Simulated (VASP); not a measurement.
# KBr (R3m) in VASP: a series of runs, part 2 of 2

VASP 6.6.1. The steps go on from the part before.

## Step 5: Single point, PBE

This run uses another cell than the first one: it holds 4 atoms, not 2.

Input file INCAR:

```
PREC = Accurate
ENCUT = 520
EDIFF = 1E-7
ISMEAR = 0
SIGMA = 0.1
LREAL = False
LASPH = True
NELM = 100
ALGO = Normal
ISIF = 2
LWAVE = False
LCHARG = False
GGA = PE
NBANDS = 24
```

Input file KPOINTS:

```
Automatic mesh
0
Gamma
  4 4 2
```

Input file POSCAR:

```
KBr
1.0
   -2.6267850596     -4.5497251837      0.0000000000
    2.6267850596      1.5165750612      4.3085620995
   -7.8803551787      4.5497251837      0.0000000000
K Br
2 2
Direct
    0.3735278278      0.7470556556      0.1245092759
    0.8735278278      0.7470556556      0.6245092759
    0.4996071022      0.9992142044      0.4998690341
    0.9996071022      0.9992142044      0.9998690341
```

Potentials or basis: VASP PAW PBE potentials, release 64 (K_sv, Br).

Launch:

```bash
> cat potpaw_PBE.64/K_sv/POTCAR potpaw_PBE.64/Br/POTCAR > POTCAR
> mpirun -np 1 vasp_std > vasp.out
```

OUTCAR:

```text
PREC = Accurate
   ENCUT = 520
   EDIFF = 1E-7
   ISMEAR = 0
   LREAL = False
   LASPH = True
   NELM = 100
   ISIF = 2
   GGA = PE

 ion  position               nearest neighbor table
   1  0.374  0.747  0.125-   4 3.22   4 3.22   3 3.22   4 3.22
   2  0.874  0.747  0.625-   3 3.22   3 3.22   4 3.22   3 3.22
   3  0.500  0.999  0.500-   2 3.22   2 3.22   1 3.22   2 3.22
   4  1.000  0.999  1.000-   1 3.22   1 3.22   2 3.22   1 3.22

  LATTYP: Found a base centered monoclinic cell.
 ALAT       =     9.1353614667
 B/A-ratio  =     0.5750807057
 C/A-ratio  =     0.9960690007
 COS(beta)  =    -0.3320230003

  Lattice vectors:

 A1 = (   0.0000000000,  -3.0331501225,   4.3085620995)
 A2 = (   2.6267850596,   1.5165750612,   4.3085620995)
 A3 = (  -7.8803551787,   4.5497251837,   0.0000000000)

Analysis of symmetry for initial positions (statically):
=====================================================================
 Subroutine PRICEL returns following result:

  LATTYP: Found a trigonal (rhomboedric) cell.
 ALAT       =     5.2691277296
 COS(alpha) =     0.5029482380

  Lattice vectors:

 A1 = (   2.6267850596,   1.5165750612,   4.3085620995)
 A2 = (  -2.6267850596,   1.5165750612,   4.3085620995)
 A3 = (   0.0000000000,  -3.0331501225,   4.3085620995)

   2 primitive cells build up your supercell.

 Routine SETGRP: Setting up the symmetry group for a
 base centered monoclinic supercell.

 Subroutine GETGRP returns: Found  2 space group operations
 (whereof  2 operations were pure point group operations)
 out of a pool of  4 trial point group operations.

The static configuration has the point symmetry C_1h.

Analysis of symmetry for dynamics (positions and initial velocities):
=====================================================================
 Subroutine PRICEL returns following result:

  LATTYP: Found a trigonal (rhomboedric) cell.
 ALAT       =     5.2691277296
 COS(alpha) =     0.5029482380

  Lattice vectors:

 A1 = (   2.6267850596,   1.5165750612,   4.3085620995)
 A2 = (  -2.6267850596,   1.5165750612,   4.3085620995)
 A3 = (   0.0000000000,  -3.0331501225,   4.3085620995)

   2 primitive cells build up your supercell.

 Routine SETGRP: Setting up the symmetry group for a
 base centered monoclinic supercell.

 Subroutine GETGRP returns: Found  2 space group operations
 (whereof  2 operations were pure point group operations)
 out of a pool of  4 trial point group operations.

The dynamic configuration has the point symmetry C_1h.

 Subroutine INISYM returns: Found  2 space group operations
 (whereof  2 operations are pure point group operations),
 and found     2 'primitive' translations

----------------------------------------------------------------------------------------

                                     Primitive cell

  volume of cell :     102.9845
[... 35 lines left out ...]

  Shift w.r.t. Gamma in fractional coordinates (k-lattice)
     0.000000000  0.000000000  0.000000000

 Subroutine IBZKPT returns following result:
 ===========================================

 Found     14 irreducible k-points:

 Following reciprocal coordinates:
            Coordinates               Weight
  0.000000  0.000000  0.000000      1.000000
  0.250000  0.000000  0.000000      4.000000
  0.500000  0.000000  0.000000      2.000000
  0.000000  0.250000  0.000000      2.000000
  0.250000  0.250000  0.000000      4.000000
  0.500000  0.250000  0.000000      2.000000
  0.000000  0.500000  0.000000      1.000000
  0.000000  0.000000  0.500000      1.000000
  0.250000  0.000000  0.500000      4.000000
  0.500000  0.000000  0.500000      2.000000
  0.000000  0.250000  0.500000      2.000000
  0.250000  0.250000  0.500000      4.000000
  0.500000  0.250000  0.500000      2.000000
  0.000000  0.500000  0.500000      1.000000
   k-points           NKPTS =     14   k-points in BZ     NKDIM =     14   number of bands    NBANDS=     24
   number of dos      NEDOS =    301   number of ions     NIONS =      4
   total plane-waves  NPLWV = 112000
   dimension x,y,z NGX =    40 NGY =   40 NGZ =   70
   dimension x,y,z NGXF=    80 NGYF=   80 NGZF=  140
   ions per type =               2   2
   NGX,Y,Z   is equivalent  to a cutoff of  12.66, 12.62, 12.79 a.u.
   NGXF,Y,Z  is equivalent  to a cutoff of  25.32, 25.24, 25.58 a.u.
 SYSTEM =  unknown system
   PREC   = accura    normal or accurate (medium, high low for compatibility)
   ISTART =      0    job   : 0-new  1-cont  2-samecut
   ICHARG =      2    charge: 1-file 2-atom 10-const
   ISPIN  =      1    spin polarized calculation?
   LNONCOLLINEAR =      F non collinear calculations
   LSORBIT =      F    spin-orbit coupling
   LASPH  =      T    aspherical Exc in radial PAW
   ENCUT  =  520.0 eV  38.22 Ry    6.18 a.u.   9.77  9.80 16.92*2*pi/ulx,y,z
   NELM   =    100;   NELMIN=  2; NELMDL= -5     # of ELM steps
   EDIFF  = 0.1E-06   stopping-criterion for ELM
   LREAL  =      F    real-space projection
   EDIFFG = 0.1E-05   stopping-criterion for IOM
   NSW    =      0    number of steps for IOM
   IBRION =     -1    ionic relax: 0-MD 1-quasi-New 2-CG
   NFREE  =      0    steps in history (QN), initial steepest desc. (CG)
   ISIF   =      2    stress and relaxation
   ISYM   =      2    0-nonsym 1-usesym 2-fastsym
   POTIM  = 0.5000    time-step for ionic-motion
   TEBEG  =    0.0;   TEEND  =   0.0 temperature during run
   PSTRESS=    0.0 pullay stress
   NELECT =      32.0000    total number of electrons
   NUPDOWN=      -1.0000    fix difference up-down
   EMIN   =  10.00;   EMAX   =-10.00  energy-range for DOS
   EFERMI =   0.00;   METHOD = LEGACY
   ISMEAR =     0;   SIGMA  =   0.10  broadening in eV -4-tet -1-fermi 0-gaus
   EFERMI_NEDOS =   21; number of points for ismear=-14 and -15
   IALGO  =     38    algorithm
   IMIX   =      4    mixing-type and parameters
     AMIX     =   0.40;   BMIX     =  1.00
     AMIX_MAG =   1.60;   BMIX_MAG =  1.00
  volume/ion in A,a.u.               =      51.49       347.49
  Fermi-wavevector in a.u.,A,eV,Ry     =   0.880084  1.663118 10.538364  0.774548
  Thomas-Fermi vector in A             =   2.000396
   LORBIT       =      0    0 simple, 1 ext, 2 COOP (PROOUT), +10 PAW based schemes
   GGA     = PE    functional components
   LHFCALC =     F    Hartree Fock is set to
   AEXX    =    0.0000 exact exchange contribution
   IVDW    =     0    specifies the selected vdW correction
   LEPSILON=     F    determine dielectric tensor
   LRPA    =     F    only Hartree local field effects (RPA)
 non-spin polarized calculation
 Gauss-broadening in eV      SIGMA  =   0.10
  energy-cutoff  :      520.00
  volume of cell :      205.97
 maximum number of plane-waves:      5566
 NGX is ok and might be reduce to    40

 number of electron      31.9999998 magnetization

 Free energy of the ion-electron system (eV)
  ---------------------------------------------------
  ext. energy  EPLUGINS =         0.00000000
  ---------------------------------------------------
  free energy    TOTEN  =       -12.07483032 eV

  energy without entropy =      -12.07483032  energy(sigma->0) =      -12.07483032

 E-fermi :  -2.6158     XC(G=0):  -5.8605

 val. band max:       -3.1853718066   @ k =   0.0000   0.5000   0.0000
 cond. band min:       1.0481770373   @ k =   0.0000   0.0000   0.0000
 fundamental gap:      4.2335488439
 Fermi energy:        -2.6157809692

 k-point     1 :       0.0000    0.0000    0.0000
  band No.  band energies     occupation
      1     -31.0458      2.00000
      2     -31.0445      2.00000
      3     -15.2455      2.00000
      4     -15.0526      2.00000
      5     -14.5454      2.00000
      6     -14.5448      2.00000
[... 367 lines left out ...]
     23       5.4660      0.00000
     24       5.4660      0.00000

------------------------ aborting loop because EDIFF is reached ----------------------------------------

  FORCE on cell =-STRESS in cart. coord.  units (eV):
  Direction    XX          YY          ZZ          XY          YZ          ZX
  --------------------------------------------------------------------------------------
  -------------------------------------------------------------------------------------
  Total        0.0374085      0.0376906      0.0153288      0.0002443     -0.0000427      0.0000740
  in kB        0.2909907      0.2931847      0.1192383      0.0019000     -0.0003325      0.0005758
  external PRESSURE =       0.2344712 kB  Pullay stress =       0.0000000 kB

 VOLUME and BASIS-vectors are now :
 -----------------------------------------------------------------------------
  energy-cutoff  :      520.00
  volume of cell :      205.97
      direct lattice vectors                 reciprocal lattice vectors
    -2.626785060 -4.549725184  0.000000000    -0.095173375 -0.164845121  0.116047997
     2.626785060  1.516575061  4.308562099     0.000000000  0.000000000  0.232095993
    -7.880355179  4.549725184  0.000000000    -0.095173375  0.054948374  0.038682666

 POSITION                                       TOTAL-FORCE (eV/Angst)
 -----------------------------------------------------------------------------------
      0.00000     -0.00000      3.21874        -0.000016      0.000009      0.000950
     -5.25357     -0.00000      3.21874        -0.000016      0.000009      0.000950
     -2.62679      1.51658      4.30518         0.000016     -0.000009     -0.000950
     -7.88036      1.51658      4.30518         0.000016     -0.000009     -0.000950
 -----------------------------------------------------------------------------------
    total drift:                               -0.000107      0.000062     -0.000034

  FREE ENERGIE OF THE ION-ELECTRON SYSTEM (eV)
  ---------------------------------------------------
  free  energy   TOTEN  =       -12.0748303244 eV

  energy  without entropy=      -12.0748303244  energy(sigma->0) =      -12.07483032
```

OSZICAR:

```text
N       E                     dE             d eps       ncg     rms          rms(c)
DAV:   1     0.220788119384E+03    0.22079E+03   -0.13121E+04   672   0.109E+03
DAV:   2     0.104264798770E+02   -0.21036E+03   -0.19561E+03   808   0.274E+02
DAV:   3    -0.121302607337E+02   -0.22557E+02   -0.22450E+02  1120   0.750E+01
DAV:   4    -0.127077745938E+02   -0.57751E+00   -0.57647E+00   960   0.129E+01
DAV:   5    -0.127350915673E+02   -0.27317E-01   -0.27316E-01  1008   0.193E+00    0.432E+00
DAV:   6    -0.120972976866E+02    0.63779E+00   -0.95557E-01   808   0.337E+00    0.301E+00
DAV:   7    -0.120220373287E+02    0.75260E-01   -0.50507E-01   864   0.267E+00    0.156E+00
DAV:   8    -0.120664567920E+02   -0.44419E-01   -0.73065E-02   792   0.141E+00    0.345E-01
DAV:   9    -0.120680652770E+02   -0.16085E-02   -0.22968E-03   896   0.219E-01    0.211E-01
DAV:  10    -0.120746324535E+02   -0.65672E-02   -0.59817E-03   672   0.355E-01    0.686E-02
DAV:  11    -0.120747555765E+02   -0.12312E-03   -0.17249E-04  1064   0.600E-02    0.289E-02
DAV:  12    -0.120748267754E+02   -0.71199E-04   -0.11127E-04   720   0.604E-02    0.160E-02
DAV:  13    -0.120748296904E+02   -0.29150E-05   -0.19289E-05   824   0.249E-02    0.231E-03
DAV:  14    -0.120748300386E+02   -0.34825E-06   -0.66745E-07   840   0.459E-03    0.160E-03
DAV:  15    -0.120748302278E+02   -0.18914E-06   -0.82394E-08   672   0.200E-03    0.542E-04
DAV:  16    -0.120748303244E+02   -0.96663E-07   -0.37193E-08   568   0.127E-03
   1 F= -.12074830E+02 E0= -.12074830E+02  d E =-.372131E-15
```

Wall time 40 s (1 thread of Intel Xeon 6975P-C (Granite Rapids), shared host); peak memory 0.33 GiB.

Results:

```yaml
Free_energy: -12.0748 eV
Pressure: 0.0 GPa
Band_gap_on_the_k_mesh: 4.23 eV
```

## Step 6: Summary

```tsv
cell	k mesh	smearing	gap on the mesh (eV)	pressure (GPa)
a = 5.294 Å, angles 59.7°, 2 atoms, atomic positions A	6 × 6 × 6	gaussian 0.1 eV	4.21	-0.1
a = 5.269 Å, angles 59.8°, 2 atoms, atomic positions A	6 × 6 × 6	gaussian 0.02 eV	4.23	0.0
a = 5.254, b = 5.269, c = 9.099 Å, angles 106.7, 90.0, 119.9°, 4 atoms, atomic positions B	4 × 4 × 2	gaussian 0.1 eV	4.23	0.0
```

Alike in all rows: task single point; level PBE; potentials or basis VASP PAW PBE potentials, release 64 (K_sv, Br); no spin polarisation; cutoff (eV) 520.

Total energies depend on the potentials used, so only differences within one code and one set of settings carry meaning.
